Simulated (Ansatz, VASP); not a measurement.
# BN: VASP beside Ansatz

The input INCAR:

```
SYSTEM = BN
ALGO = Normal
EDIFF = 1E-7
EDIFFG = -0.01
ENCUT = 600
GGA = RE
IBRION = 2
ISIF = 3
ISMEAR = -1
LASPH = .TRUE.
LCHARG = .FALSE.
LREAL = .FALSE.
LWAVE = .FALSE.
NELM = 60
NSW = 60
PREC = Accurate
SIGMA = 0.05
```

KPOINTS

```
k-points
0
G
  13 13 13
  0 0 0
```

File POSCAR:

```
BN
1.0
    0.0000000000      1.8130010000      1.8130010000
    1.8130010000      0.0000000000      1.8130010000
    1.8130010000      1.8130010000      0.0000000000
N B
1 1
Direct
    0.2500000000      0.2500000000      0.2500000000
    0.0000000000      0.0000000000      0.0000000000
```

input.yaml

```yaml
crystal:
  lattice:
    - [0.0, 1.813001, 1.813001]
    - [1.813001, 0.0, 1.813001]
    - [1.813001, 1.813001, 0.0]
  atoms:
    - { symbol: "N", position: [0.25, 0.25, 0.25] }
    - { symbol: B, position: [0.0, 0.0, 0.0] }
hamiltonian:
  xc: revpbe
  pseudopotentials: { kind: paw }
kpoints:
  mp_grid: { grid: [13, 13, 13] }
scf:
  occupations: { method: fermi_dirac, width: 0.05 }
output:
  forces: true
  stress: true
  eigenvalues: true
  write_density: true
  write_potential: true
  elf: true
  volumetric_format: npy
relax:
  f_tol: 0.01
  max_steps: 40
  cell: { stress_tol: 0.05 }
```

Alike in both runs: task relaxation of cell and atoms; functional revPBE; k mesh 13 × 13 × 13; occupations fermi-dirac, width 0.05 eV; no spin polarisation.

|  | VASP | Ansatz |
| --- | --- | --- |
| version | VASP 6.6.1 | Ansatz 0.2.0 |
| potentials or method | VASP PAW PBE potentials, release 64 (N, B) | Ansatz PAW |
| plane-wave cutoff (eV) | 600 | 420 |
| valence electrons in the cell | 8 | 8 |

VASP gave:

- gap on the k mesh at the Fermi level, each at its own relaxed structure (eV): 4.53
- relaxed volume (Å³/atom): 6.02
- relaxed cell length with the largest relative difference (Å): 2.573

Question: What did Ansatz give for the same quantities?

Answer: gap on the k mesh at the Fermi level, each at its own relaxed structure (eV): 4.54; relaxed volume (Å³/atom): 6.02; relaxed cell length with the largest relative difference (Å): 2.573.

VASP's potentials were made for PBE, not for revPBE.

Noted on Ansatz's run: odd divisions of the mesh miss points on the zone boundary, where band edges often lie, so the gap on the mesh can be too wide; the plane-wave basis is chosen anew once the cell has moved, so the energies of steps on either side of that aren't comparable.
